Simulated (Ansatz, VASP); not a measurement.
# Two plane-wave programs on Fe

File INCAR:

```
SYSTEM = Fe
PREC = Accurate
ENCUT = 520
EDIFF = 1E-6
ISMEAR = 0
SIGMA = 0.15
LREAL = .FALSE.
LASPH = .TRUE.
NELM = 150
ALGO = Fast
ISIF = 2
LWAVE = .FALSE.
LCHARG = .FALSE.
ISPIN = 2
MAGMOM = 2.44
LORBIT = 11
LMAXMIX = 4
GGA = PE
NBANDS = 14
```

Contents of KPOINTS:

```
Automatic mesh
0
G
  12 12 12
  0 0 0
```

Contents of POSCAR:

```
Fe
1.0
   -1.3039106464      1.3039106464      1.7581931156
    1.3039106464     -1.3039106464      1.7581931156
    1.3039106464      1.3039106464     -1.7581931156
Fe
1
Direct
    0.0000000000      0.0000000000      0.0000000000
```

Input for Ansatz:

```yaml
crystal:
  lattice:
    - [-1.3039106464, 1.3039106464, 1.7581931156]
    - [1.3039106464, -1.3039106464, 1.7581931156]
    - [1.3039106464, 1.3039106464, -1.7581931156]
  atoms:
    - { symbol: Fe, position: [0.0, 0.0, 0.0], spin: 2.44 }
basis:
  ecutwfc: 520.0
kpoints:
  mp_grid: { grid: [12, 12, 12] }
hamiltonian:
  xc: pbe
scf:
  occupations: { method: gaussian, width: 0.15 }
output:
  forces: true
  stress: true
  eigenvalues: true
  populations: true
magnetization:
  spin_polarized: true
```

Alike in both runs: task single point; functional PBE; k mesh 12 × 12 × 12; occupations gaussian, width 0.15 eV; collinear spin.

```csv
,VASP,Ansatz
version,VASP 6.6.1,Ansatz 0.2.0
potentials or method,"VASP PAW PBE potentials, release 64 (Fe), cutoff 520 eV","scalar-relativistic, plane waves, PAW"
valence electrons in the cell,8,16
```

Ansatz gave:

```
gap on the k mesh at the Fermi level (eV)                     : none
pressure (GPa)                                                : -0.6
traceless stress, the component that is largest in VASP (GPa) : -5.64
net moment per atom (μB)                                      : 2.51
size of the moment on the site where the two differ most (μB) : 2.55
```

Problem. What did VASP give for the same quantities?

Solution. gap on the k mesh at the Fermi level (eV): none; pressure (GPa): -0.6; traceless stress, the component that is largest in VASP (GPa): -5.60; net moment per atom (μB): 2.52; size of the moment on the site where the two differ most (μB): 2.52.

Site moments also hang on the region over which each program counts them. A gap of «none» marks a metal or a gap that the smearing closes. VASP's potentials hold 8 valence electrons a cell and Ansatz's 16, so a difference there can come from the potentials and not from the codes.
